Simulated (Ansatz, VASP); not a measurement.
**Mn: VASP beside Ansatz**

```xyz
1
Lattice="0.0000 1.7513 1.7513 1.7513 0.0000 1.7513 1.7513 1.7513 0.0000" Properties=species:S:1:pos:R:3 pbc="T T T"
Mn    0.0000    0.0000    0.0000
```

Alike in both runs: functional PBE; k mesh 20 × 20 × 20; occupations gaussian, width 0.1 eV; no spin polarisation.

Ansatz relaxed the structure, and its values are those at the end. VASP's run is a single point on that final structure, the one shown.

|  | VASP | Ansatz |
| --- | --- | --- |
| version | VASP 6.6.1 | Ansatz 0.2.0 |
| potentials or method | VASP PAW PBE potentials, release 64 (Mn_pv), cutoff 520 eV | scalar-relativistic, plane waves, PAW |
| valence electrons in the cell | 13 | 15 |

|  | VASP | Ansatz | Ansatz less VASP |
| --- | --- | --- | --- |
| gap on the k mesh at the Fermi level (eV) | none | none | - |
| pressure (GPa) | -0.1 | 0.0 | +0.12 |

A gap of «none» marks a metal or a gap that the smearing closes. VASP's potentials hold 13 valence electrons a cell and Ansatz's 15, so a difference there can come from the potentials and not from the codes.
